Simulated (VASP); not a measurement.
# Ag (P6_3/mmc) in VASP: a series of runs, part 2 of 2

VASP 6.6.1.

**3. Single point, PBEsol (strain -0.015 along x and y, +0.000 along z)**

Contents of INCAR:

```
PREC = Accurate
ENCUT = 520
EDIFF = 1E-6
ISMEAR = 0
SIGMA = 0.15
LREAL = F
LASPH = T
NELM = 80
ALGO = Fast
ISIF = 2
LWAVE = F
LCHARG = F
GGA = PS
NBANDS = 30
```

Contents of KPOINTS:

```
Automatic mesh
0
Gamma
  18 18 6
```

Contents of POSCAR:

```
Ag
1.0
    2.8278888758      0.0000000000      0.0000000000
   -1.4139444379      2.4490236055      0.0000000000
    0.0000000000      0.0000000000      9.3380588842
Ag
4
Direct
    0.3333333333      0.6666666667      0.2500000000
    0.6666666667      0.3333333333      0.7500000000
    0.0000000000      0.0000000000      0.0000000000
    0.0000000000      0.0000000000      0.5000000000
```

Potentials or basis: VASP PAW PBE potentials, release 64 (Ag).

Started as:

```sh
$ cat potpaw_PBE.64/Ag/POTCAR > POTCAR
$ mpirun -np 1 vasp_std > vasp.out
```

OUTCAR:

```text
PREC = Accurate
   ENCUT = 520
   EDIFF = 1E-6
   ISMEAR = 0
   LREAL = F
   LASPH = T
   NELM = 80
   ISIF = 2
   GGA = PS

 ion  position               nearest neighbor table
   1  0.333  0.667  0.250-   3 2.85   4 2.85   3 2.85   4 2.85   3 2.85   4 2.85
   2  0.667  0.333  0.750-   3 2.85   4 2.85   3 2.85   4 2.85   3 2.85   4 2.85
   3  0.000  0.000  0.000-   1 2.85   2 2.85   1 2.85   2 2.85   2 2.85   1 2.85
   4  0.000  0.000  0.500-   1 2.85   2 2.85   1 2.85   2 2.85   2 2.85   1 2.85

  LATTYP: Found a hexagonal cell.
 ALAT       =     2.8278888758
 C/A-ratio  =     3.3021307747

  Lattice vectors:

 A1 = (   2.8278888758,   0.0000000000,   0.0000000000)
 A2 = (  -1.4139444379,   2.4490236055,   0.0000000000)
 A3 = (   0.0000000000,   0.0000000000,   9.3380588842)

Analysis of symmetry for initial positions (statically):
=====================================================================
 Subroutine PRICEL returns:
 Original cell was already a primitive cell.

 Routine SETGRP: Setting up the symmetry group for a
 hexagonal supercell.

 Subroutine GETGRP returns: Found 24 space group operations
 (whereof 12 operations were pure point group operations)
 out of a pool of 24 trial point group operations.

The static configuration has the point symmetry D_3d.
 The point group associated with its full space group is D_6h.

Analysis of symmetry for dynamics (positions and initial velocities):
=====================================================================
 Subroutine PRICEL returns:
 Original cell was already a primitive cell.

 Routine SETGRP: Setting up the symmetry group for a
 hexagonal supercell.

 Subroutine GETGRP returns: Found 24 space group operations
 (whereof 12 operations were pure point group operations)
 out of a pool of 24 trial point group operations.

The dynamic configuration has the point symmetry D_3d.
 The point group associated with its full space group is D_6h.

 Subroutine INISYM returns: Found 24 space group operations
 (whereof 12 operations are pure point group operations),
 and found     1 'primitive' translations

----------------------------------------------------------------------------------------

                                     Primitive cell

  volume of cell :      64.6713

  direct lattice vectors                    reciprocal lattice vectors
     2.827888876  0.000000000  0.000000000     0.353620685  0.204162997  0.000000000
    -1.413944438  2.449023605  0.000000000     0.000000000  0.408325995  0.000000000
     0.000000000  0.000000000  9.338058884     0.000000000  0.000000000  0.107088637

  length of vectors
     2.827888876  2.827888876  9.338058884     0.408325995  0.408325995  0.107088637

  position of ions in fractional coordinates (direct lattice)
     0.333333333  0.666666667  0.250000000
     0.666666667  0.333333333  0.750000000
     0.000000000  0.000000000  0.000000000
     0.000000000  0.000000000  0.500000000

  ion indices of the primitive-cell ions
   primitive index   ion index
                 1           1
                 2           2
                 3           3
                 4           4

[... 26 lines left out ...]
 Following reciprocal coordinates:
            Coordinates               Weight
  0.000000  0.000000  0.000000      1.000000
  0.055556 -0.000000  0.000000      6.000000
  0.111111 -0.000000  0.000000      6.000000
  0.166667 -0.000000  0.000000      6.000000
  0.222222  0.000000  0.000000      6.000000
  0.277778  0.000000  0.000000      6.000000
[... 16 lines left out ...]
  0.333333  0.111111  0.000000     12.000000
  0.388889  0.111111  0.000000     12.000000
 [... further k-points ...]
   k-points           NKPTS =    148   k-points in BZ     NKDIM =    148   number of bands    NBANDS=     30
   number of dos      NEDOS =    301   number of ions     NIONS =      4
   total plane-waves  NPLWV =  40320
   dimension x,y,z NGX =    24 NGY =   24 NGZ =   70
   dimension x,y,z NGXF=    48 NGYF=   48 NGZF=  140
   ions per type =               4
   NGX,Y,Z   is equivalent  to a cutoff of  14.11, 14.11, 12.46 a.u.
   NGXF,Y,Z  is equivalent  to a cutoff of  28.22, 28.22, 24.92 a.u.
 SYSTEM =  unknown system
   PREC   = accura    normal or accurate (medium, high low for compatibility)
   ISTART =      0    job   : 0-new  1-cont  2-samecut
   ICHARG =      2    charge: 1-file 2-atom 10-const
   ISPIN  =      1    spin polarized calculation?
   LNONCOLLINEAR =      F non collinear calculations
   LSORBIT =      F    spin-orbit coupling
   LASPH  =      T    aspherical Exc in radial PAW
   ENCUT  =  520.0 eV  38.22 Ry    6.18 a.u.   5.26  5.26 17.36*2*pi/ulx,y,z
   NELM   =     80;   NELMIN=  2; NELMDL= -5     # of ELM steps
   EDIFF  = 0.1E-05   stopping-criterion for ELM
   LREAL  =      F    real-space projection
   EDIFFG = 0.1E-04   stopping-criterion for IOM
   NSW    =      0    number of steps for IOM
   IBRION =     -1    ionic relax: 0-MD 1-quasi-New 2-CG
   NFREE  =      0    steps in history (QN), initial steepest desc. (CG)
   ISIF   =      2    stress and relaxation
   ISYM   =      2    0-nonsym 1-usesym 2-fastsym
   POTIM  = 0.5000    time-step for ionic-motion
   TEBEG  =    0.0;   TEEND  =   0.0 temperature during run
   PSTRESS=    0.0 pullay stress
   NELECT =      44.0000    total number of electrons
   NUPDOWN=      -1.0000    fix difference up-down
   EMIN   =  10.00;   EMAX   =-10.00  energy-range for DOS
   EFERMI =   0.00;   METHOD = LEGACY
   ISMEAR =     0;   SIGMA  =   0.15  broadening in eV -4-tet -1-fermi 0-gaus
   EFERMI_NEDOS =   21; number of points for ismear=-14 and -15
   IALGO  =     68    algorithm
   IMIX   =      4    mixing-type and parameters
     AMIX     =   0.40;   BMIX     =  1.00
     AMIX_MAG =   1.60;   BMIX_MAG =  1.00
  volume/ion in A,a.u.               =      16.17       109.11
  Fermi-wavevector in a.u.,A,eV,Ry     =   1.439865  2.720950 28.207748  2.073211
  Thomas-Fermi vector in A             =   2.558673
   LORBIT       =      0    0 simple, 1 ext, 2 COOP (PROOUT), +10 PAW based schemes
   GGA     = PS    functional components
   LHFCALC =     F    Hartree Fock is set to
   AEXX    =    0.0000 exact exchange contribution
   IVDW    =     0    specifies the selected vdW correction
   LEPSILON=     F    determine dielectric tensor
   LRPA    =     F    only Hartree local field effects (RPA)
 non-spin polarized calculation
 RMM-DIIS sequential band-by-band and
 Gauss-broadening in eV      SIGMA  =   0.15
  energy-cutoff  :      520.00
  volume of cell :       64.67
 maximum number of plane-waves:      1768
 NGX is ok and might be reduce to    24
   NGX = 11   NGY = 11   NGZ = 35

 number of electron      43.9999990 magnetization

 Free energy of the ion-electron system (eV)
  ---------------------------------------------------
  ext. energy  EPLUGINS =         0.00000000
  ---------------------------------------------------
  free energy    TOTEN  =       -13.20756994 eV

  energy without entropy =      -13.19441077  energy(sigma->0) =      -13.20099035

 E-fermi :   8.9490     XC(G=0): -12.7317

 val. band max:        8.9357445909   @ k =   0.2222   0.2222   0.0000
 cond. band min:       8.9563267789   @ k =   0.5000  -0.0000   0.3333
 fundamental gap:      0.0205821880
 Fermi energy:         8.9489754216

 k-point     1 :       0.0000    0.0000    0.0000
  band No.  band energies     occupation
      1       0.7594      2.00000
      2       2.1895      2.00000
      3       2.1975      2.00000
      4       2.2402      2.00000
      5       3.9649      2.00000
      6       4.0145      2.00000
[... 781 lines left out ...]
     29      18.3683      0.00000
     30      19.3631      0.00000

 [... further k-points ...]

------------------------ aborting loop because EDIFF is reached ----------------------------------------

  FORCE on cell =-STRESS in cart. coord.  units (eV):
  Direction    XX          YY          ZZ          XY          YZ          ZX
  --------------------------------------------------------------------------------------
  -------------------------------------------------------------------------------------
  Total        1.6652788      1.6652788      1.1007955      0.0000000      0.0000000     -0.0000000
  in kB       41.2558562     41.2558562     27.2712670      0.0000000      0.0000000     -0.0000000
  external PRESSURE =      36.5943265 kB  Pullay stress =       0.0000000 kB

 VOLUME and BASIS-vectors are now :
 -----------------------------------------------------------------------------
  energy-cutoff  :      520.00
  volume of cell :       64.67
      direct lattice vectors                 reciprocal lattice vectors
     2.827888876  0.000000000  0.000000000     0.353620685  0.204162997  0.000000000
    -1.413944438  2.449023605  0.000000000     0.000000000  0.408325995  0.000000000
     0.000000000  0.000000000  9.338058884     0.000000000  0.000000000  0.107088637

 POSITION                                       TOTAL-FORCE (eV/Angst)
 -----------------------------------------------------------------------------------
     -0.00000      1.63268      2.33451        -0.000000      0.000000      0.000000
      1.41394      0.81634      7.00354         0.000000      0.000000      0.000000
      0.00000      0.00000      0.00000        -0.000000      0.000000      0.000000
      0.00000      0.00000      4.66903        -0.000000      0.000000      0.000000
 -----------------------------------------------------------------------------------
    total drift:                               -0.000000      0.000000      0.000000

  FREE ENERGIE OF THE ION-ELECTRON SYSTEM (eV)
  ---------------------------------------------------
  free  energy   TOTEN  =       -13.2075699377 eV

  energy  without entropy=      -13.1944107669  energy(sigma->0) =      -13.20099035
```

It took 1.7 min on 1 thread of Intel Xeon 6975P-C (Granite Rapids), shared host; peak memory 0.34 GiB.

Results:

* Free energy: -13.2076 eV
* Pressure: 3.7 GPa
* Band gap on the k mesh: zero (bands 22 and 23 overlap by 6.74 eV)

Stress tensor (GPa, compression positive):
```
4.13 0.00 0.00
0.00 4.13 0.00
0.00 0.00 2.73
```

Caveat: the cell differs from its parent crystal (strain -0.015 along x and y, +0.000 along z); the cell stands under pressure; the PAW data sets were made with another functional, which shifts forces and pressure a little.

**4. Single point, PBEsol (strain +0.000 along x and y, -0.015 along z)**

Contents of INCAR:

```
ALGO = Fast
EDIFF = 1E-6
ENCUT = 520
GGA = PS
ISIF = 2
ISMEAR = 0
LASPH = T
LCHARG = F
LREAL = F
LWAVE = F
NBANDS = 30
NELM = 80
PREC = Accurate
SIGMA = 0.15
```

Contents of KPOINTS:

```
k-points
0
Gamma
  18 18 6
```

Contents of POSCAR:

```
Ag
1.0
    2.8709531734      0.0000000000      0.0000000000
   -1.4354765867      2.4863183812      0.0000000000
    0.0000000000      0.0000000000      9.1979880009
Ag
4
Direct
    0.3333333333      0.6666666667      0.2500000000
    0.6666666667      0.3333333333      0.7500000000
    0.0000000000      0.0000000000      0.0000000000
    0.0000000000      0.0000000000      0.5000000000
```

Started as:

```sh
$ cat potpaw_PBE.64/Ag/POTCAR > POTCAR
$ mpirun -np 1 vasp_std > vasp.out
```

It took 1.8 min on 1 thread of Intel Xeon 6975P-C (Granite Rapids), shared host; peak memory 0.34 GiB.

It converged, with:

| Quantity | Value |
| --- | --- |
| Free energy | -13.2204 eV |
| Pressure | 1.7 GPa |
| Band gap on the k mesh | zero (bands 22 and 23 overlap by 6.50 eV) |

Stress tensor (GPa, compression positive):
```
0.97 0.00 0.00
0.00 0.97 0.00
0.00 0.00 3.29
```

Levels at points of the mesh, in eV from the Fermi level:
| k point | band 20 | band 21 | band 22 | band 23 | band 24 | band 25 |
| --- | --- | --- | --- | --- | --- | --- |
| (0.00, 0.00, 0.00) | -3.39 | -3.39 | -2.94 | -2.94 | -0.38 | 4.10 |
| (0.50, 0.00, 0.00) | -2.72 | -0.33 | 0.63 | 1.02 | 1.55 | 4.49 |
| (0.00, 0.00, 0.50) | -3.13 | -3.13 | -3.13 | -2.49 | -2.49 | 7.05 |
| (0.50, 0.00, 0.50) | -2.80 | 0.17 | 0.17 | 1.39 | 1.39 | 4.93 |

Caveat: the cell differs from its parent crystal (strain +0.000 along x and y, -0.015 along z); the PAW data sets were made with another functional, which shifts forces and pressure a little.

**5. Overview**

| cell | gap on the mesh (eV) | pressure (GPa) |
| --- | --- | --- |
| a = 2.871, b = 2.871, c = 9.058 Å, angles 90.0, 90.0, 120.0°, 4 atoms | none | 4.0 |
| a = 2.828, b = 2.828, c = 9.338 Å, angles 90.0, 90.0, 120.0°, 4 atoms | none | 3.7 |
| a = 2.871, b = 2.871, c = 9.198 Å, angles 90.0, 90.0, 120.0°, 4 atoms | none | 1.7 |

Alike in all rows: task single point; level PBEsol; potentials or basis VASP PAW PBE potentials, release 64 (Ag); no spin polarisation; k mesh 18 × 18 × 6; cutoff (eV) 520; smearing gaussian 0.15 eV.

Caveats: the PAW data sets were made with another functional, which shifts forces and pressure a little; the cell stands under pressure (at least some runs).

Absolute energies hang on the potentials; compare differences alone.

The gap in the log of VASP goes by the Fermi energy; the results here count the filled bands.